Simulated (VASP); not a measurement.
# TiC (Fm-3m) in VASP: further runs, part 2 of 2

VASP 6.6.1. Earlier steps stand in the parts before.

### Step 4. Electric field gradients, PBEsol (10.44 Å³/atom)

This run uses another cell than the first one, of 10.44 Å³/atom.

The input, INCAR:

```
PREC     = Accurate       # precision mode
ENCUT    = 520            # plane-wave cutoff, eV
EDIFF    = 1E-8           # SCF threshold, eV
ISMEAR   = -1             # smearing method
SIGMA    = 0.03           # smearing width, eV
LREAL    = False          # projectors in reciprocal space
LASPH    = True           # aspherical terms in the spheres
NELM     = 60             # most SCF steps
ALGO     = Normal         # electronic algorithm
ISIF     = 2              # what is computed and relaxed
LWAVE    = False          # write WAVECAR
LCHARG   = False          # write CHGCAR
GGA      = PS             # functional
LEFG     = True         
NBANDS   = 15             # bands
```

The input, KPOINTS:

```
Automatic mesh
0
Gamma
  16 16 16
```

The input, POSCAR:

```
TiC
1.0
    0.0000000000      2.1854271361      2.1854271361
    2.1854271361      0.0000000000      2.1854271361
    2.1854271361      2.1854271361      0.0000000000
Ti C
1 1
Direct
    0.0000000000      0.0000000000      0.0000000000
    0.5000000000      0.5000000000      0.5000000000
```

Potentials or basis: VASP PAW PBE potentials, release 64 (Ti_sv, C).

Run with:

```bash
$ cat potpaw_PBE.64/Ti_sv/POTCAR potpaw_PBE.64/C/POTCAR > POTCAR
$ mpirun -np 1 vasp_std > vasp.out
```

OUTCAR:

```text
PREC = Accurate
   ENCUT = 520
   EDIFF = 1E-8
   ISMEAR = -1
   LREAL = False
   LASPH = True
   NELM = 60
   ISIF = 2
   GGA = PS

 ion  position               nearest neighbor table
   1  0.000  0.000  0.000-   2 2.19   2 2.19   2 2.19   2 2.19   2 2.19   2 2.19
   2  0.500  0.500  0.500-   1 2.19   1 2.19   1 2.19   1 2.19   1 2.19   1 2.19

  LATTYP: Found a face centered cubic cell.
 ALAT       =     4.3708542722

  Lattice vectors:

 A1 = (   0.0000000000,   2.1854271361,   2.1854271361)
 A2 = (   2.1854271361,   0.0000000000,   2.1854271361)
 A3 = (   2.1854271361,   2.1854271361,   0.0000000000)

Analysis of symmetry for initial positions (statically):
=====================================================================
 Subroutine PRICEL returns:
 Original cell was already a primitive cell.

 Routine SETGRP: Setting up the symmetry group for a
 face centered cubic supercell.

 Subroutine GETGRP returns: Found 48 space group operations
 (whereof 48 operations were pure point group operations)
 out of a pool of 48 trial point group operations.

The static configuration has the point symmetry O_h .

Analysis of symmetry for dynamics (positions and initial velocities):
=====================================================================
 Subroutine PRICEL returns:
 Original cell was already a primitive cell.

 Routine SETGRP: Setting up the symmetry group for a
 face centered cubic supercell.

 Subroutine GETGRP returns: Found 48 space group operations
 (whereof 48 operations were pure point group operations)
 out of a pool of 48 trial point group operations.

The dynamic configuration has the point symmetry O_h .

 Subroutine INISYM returns: Found 48 space group operations
 (whereof 48 operations are pure point group operations),
 and found     1 'primitive' translations

----------------------------------------------------------------------------------------

                                     Primitive cell

  volume of cell :      20.8756

  direct lattice vectors                    reciprocal lattice vectors
     0.000000000  2.185427136  2.185427136    -0.228788227  0.228788227  0.228788227
     2.185427136  0.000000000  2.185427136     0.228788227 -0.228788227  0.228788227
     2.185427136  2.185427136  0.000000000     0.228788227  0.228788227 -0.228788227

  length of vectors
     3.090660695  3.090660695  3.090660695     0.396272834  0.396272834  0.396272834

  position of ions in fractional coordinates (direct lattice)
     0.000000000  0.000000000  0.000000000
     0.500000000  0.500000000  0.500000000

  ion indices of the primitive-cell ions
   primitive index   ion index
                 1           1
                 2           2

----------------------------------------------------------------------------------------

 KPOINTS: Automatic mesh

Automatic generation of k-mesh.
 Grid dimensions read from file:
 generate k-points for:   16   16   16

[... 75 lines left out ...]
   NUPDOWN=      -1.0000    fix difference up-down
   EMIN   =  10.00;   EMAX   =-10.00  energy-range for DOS
   EFERMI =   0.00;   METHOD = LEGACY
   ISMEAR =    -1;   SIGMA  =   0.03  broadening in eV -4-tet -1-fermi 0-gaus
   EFERMI_NEDOS =   21; number of points for ismear=-14 and -15
   IALGO  =     38    algorithm
   IMIX   =      4    mixing-type and parameters
     AMIX     =   0.40;   BMIX     =  1.00
     AMIX_MAG =   1.60;   BMIX_MAG =  1.00
  volume/ion in A,a.u.               =      10.44        70.44
  Fermi-wavevector in a.u.,A,eV,Ry     =   1.498196  2.831179 30.539499  2.244590
  Thomas-Fermi vector in A             =   2.609986
   LORBIT       =      0    0 simple, 1 ext, 2 COOP (PROOUT), +10 PAW based schemes
   GGA     = PS    functional components
   LHFCALC =     F    Hartree Fock is set to
   AEXX    =    0.0000 exact exchange contribution
   IVDW    =     0    specifies the selected vdW correction
   LEPSILON=     F    determine dielectric tensor
   LRPA    =     F    only Hartree local field effects (RPA)
 non-spin polarized calculation
  energy-cutoff  :      520.00
  volume of cell :       20.88
 maximum number of plane-waves:       588
   NGX = 11   NGY = 11   NGZ = 11

 number of electron      15.9999996 magnetization

 Free energy of the ion-electron system (eV)
  ---------------------------------------------------
  ext. energy  EPLUGINS =         0.00000000
  ---------------------------------------------------
  free energy    TOTEN  =       -19.75833979 eV

  energy without entropy =      -19.75697842  energy(sigma->0) =      -19.75765911

 E-fermi :   8.9721     XC(G=0): -12.7199

 val. band max:        8.9716299493   @ k =  -0.0625   0.0625   0.0000
 cond. band min:       8.9759674700   @ k =   0.1250   0.1250   0.0000
 fundamental gap:      0.0043375207
 Fermi energy:         8.9720849315

 k-point     1 :       0.0000    0.0000    0.0000
  band No.  band energies     occupation
      1     -47.4235      2.00000
      2     -23.5633      2.00000
      3     -23.5633      2.00000
      4     -23.5633      2.00000
      5      -3.2550      2.00000
      6       9.6391      0.00000
      7       9.6391      0.00000
      8       9.6391      0.00000
      9      10.6539      0.00000
     10      10.6539      0.00000
     11      10.6546      0.00000
     12      10.6546      0.00000
     13      10.6546      0.00000
     14      19.0648      0.00000
[... 401 lines left out ...]
      2     -23.6064      2.00000
      3     -23.5753      2.00000
      4     -23.5645      2.00000
      5      -3.0280      2.00000
      6       8.7723      1.99744
      7       8.9506      1.34413
      8       8.9716      1.00758
      9       9.7467      0.00000
     10      10.3203      0.00000
     11      11.2146      0.00000
     12      11.7427      0.00000
     13      12.5934      0.00000
     14      19.4771      0.00000
     15      22.8569      0.00000

 [... further k-points ...]
[... 5 lines left out ...]
  --------------------------------------------------------------------------------------
  -------------------------------------------------------------------------------------
  Total       -1.6431054     -1.6431054     -1.6431054     -0.0000000      0.0000000      0.0000000
  in kB     -126.1063673   -126.1063673   -126.1063673     -0.0000000      0.0000000      0.0000000
  external PRESSURE =    -126.1063673 kB  Pullay stress =       0.0000000 kB

 VOLUME and BASIS-vectors are now :
 -----------------------------------------------------------------------------
  energy-cutoff  :      520.00
  volume of cell :       20.88
      direct lattice vectors                 reciprocal lattice vectors
     0.000000000  2.185427136  2.185427136    -0.228788227  0.228788227  0.228788227
     2.185427136  0.000000000  2.185427136     0.228788227 -0.228788227  0.228788227
     2.185427136  2.185427136  0.000000000     0.228788227  0.228788227 -0.228788227

 POSITION                                       TOTAL-FORCE (eV/Angst)
 -----------------------------------------------------------------------------------
      0.00000      0.00000      0.00000        -0.000000      0.000000      0.000000
      2.18543      2.18543      2.18543         0.000000     -0.000000     -0.000000
 -----------------------------------------------------------------------------------
    total drift:                                0.000000     -0.000000     -0.000000

  FREE ENERGIE OF THE ION-ELECTRON SYSTEM (eV)
  ---------------------------------------------------
  free  energy   TOTEN  =       -19.7583397920 eV

  energy  without entropy=      -19.7569784201  energy(sigma->0) =      -19.75765911

 Electric field gradients (V/A^2)
---------------------------------------------------------------------
 ion       V_xx      V_yy      V_zz      V_xy      V_xz      V_yz
---------------------------------------------------------------------
   1       0.000     0.000    -0.000    -0.000    -0.000    -0.000
   2       0.000     0.000    -0.000     0.000     0.000     0.000
---------------------------------------------------------------------

 Electric field gradients after diagonalization (V/A^2)
 (convention: |V_zz| > |V_xx| > |V_yy|)
----------------------------------------------------------------------
 ion       V_xx      V_yy      V_zz     asymmetry (V_yy - V_xx)/ V_zz
----------------------------------------------------------------------
   1       0.000     0.000    -0.000       0.000
   2      -0.000    -0.000     0.000       0.000
----------------------------------------------------------------------

           NMR quadrupolar parameters

 Cq : quadrupolar parameter    Cq=e*Q*V_zz/h
 eta: asymmetry parameters     (V_yy - V_xx)/ V_zz
 Q  : nuclear electric quadrupole moment in mb (millibarn)
----------------------------------------------------------------------
 ion       Cq(MHz)       eta       Q (mb)
----------------------------------------------------------------------
   1      -0.000       0.000       1.000
   2       0.000       0.000       1.000
----------------------------------------------------------------------
```

Wall time 63 s (1 thread of Intel Xeon 8259CL, shared host); peak memory 0.17 GiB.

What came out:

```yaml
Free_energy: -19.7583 eV
Pressure: -12.6 GPa
Band_gap_on_the_k_mesh: zero (bands 8 and 9 overlap by 1.05 eV)
Largest_electric_field_gradient_by_atom: zero within the noise of the run
```

Caveat: the cell stands under tension; the PAW data sets were made with another functional, which shifts forces and pressure a little.
